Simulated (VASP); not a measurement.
Set up this calculation in VASP 6.6.1, as the native input.

| Property | Result |
| --- | --- |
| Task | single point |
| Functional | r2SCAN |
| Dispersion | D3(BJ) |
| Potentials or basis | VASP PAW PBE potentials, release 64 (Ga_d, N) |
| Cutoff | 520 eV |
| k mesh | 10 × 10 × 5 |
| Occupations | fermi-dirac, width 0.05 eV |
| Spin | no spin polarisation |
| Dipole correction | no |
| Further INCAR settings | ALGO = Normal; EDIFF = 1e-06; NBANDS = 26 |

Crystal: GaN.

```xyz
4
Lattice="3.1151 0.0000 0.0000 -1.5575 2.6977 0.0000 0.0000 0.0000 5.0605" Properties=species:S:1:pos:R:3 pbc="T T T"
Ga    1.5575    0.8992    2.5303
Ga    0.0000    1.7985    0.0000
N     1.5575    0.8992    4.4280
N     0.0000    1.7985    1.8977
```

One way to write it, as run:

POSCAR

```
GaN
1.0
    3.1150838257      0.0000000000      0.0000000000
   -1.5575419129      2.6977417280      0.0000000000
    0.0000000000      0.0000000000      5.0605418376
Ga N
2 2
Direct
    0.6666666667      0.3333333333      0.5000000000
    0.3333333333      0.6666666667      0.0000000000
    0.6666666667      0.3333333333      0.8750000000
    0.3333333333      0.6666666667      0.3750000000
```

INCAR.step1

```
PREC = Accurate ; ENCUT = 520
ISMEAR = -1 ; SIGMA = 0.05
LREAL = False ; LASPH = True
NELM = 60 ; NBANDS = 26
GGA = PE ; ALGO = Normal
EDIFF = 1E-4 ; LWAVE = True
LCHARG = False
```

INCAR.step2

```
PREC = Accurate ; ENCUT = 520
EDIFF = 1E-6 ; ISMEAR = -1
SIGMA = 0.05 ; LREAL = False
LASPH = True ; NELM = 60
ALGO = Normal ; ISIF = 2
LWAVE = False ; LCHARG = False
METAGGA = R2SCAN ; LMIXTAU = True
IVDW = 12 ; VDW_S6 = 1.0
VDW_S8 = 0.78981345 ; VDW_A1 = 0.49484001
VDW_A2 = 5.73083694 ; NBANDS = 26
ISTART = 1
```

KPOINTS

```
Automatic mesh
0
Gamma
  10 10 5
```

Potentials or basis: VASP PAW PBE potentials, release 64 (Ga_d, N).

Command:

```sh
$ cat potpaw_PBE.64/Ga_d/POTCAR potpaw_PBE.64/N/POTCAR > POTCAR
$ cp INCAR.step1 INCAR
$ mpirun -np 1 vasp_std > vasp.out
$ cp INCAR.step2 INCAR
$ mpirun -np 1 vasp_std > vasp.out
```

Results of the run:

```json
{
 "Pressure": "14.7 GPa",
 "Largest force": "0.164 eV/Å",
 "Band gap on the k mesh": "2.81 eV, direct",
 "Dispersion energy per atom": "-0.129 eV"
}
```

Caveat: the PAW data sets were made with another functional, which shifts forces and pressure a little.

It took 110 s on 1 thread of Intel Xeon 6975P-C, on a shared host, peak memory 0.2 GiB.
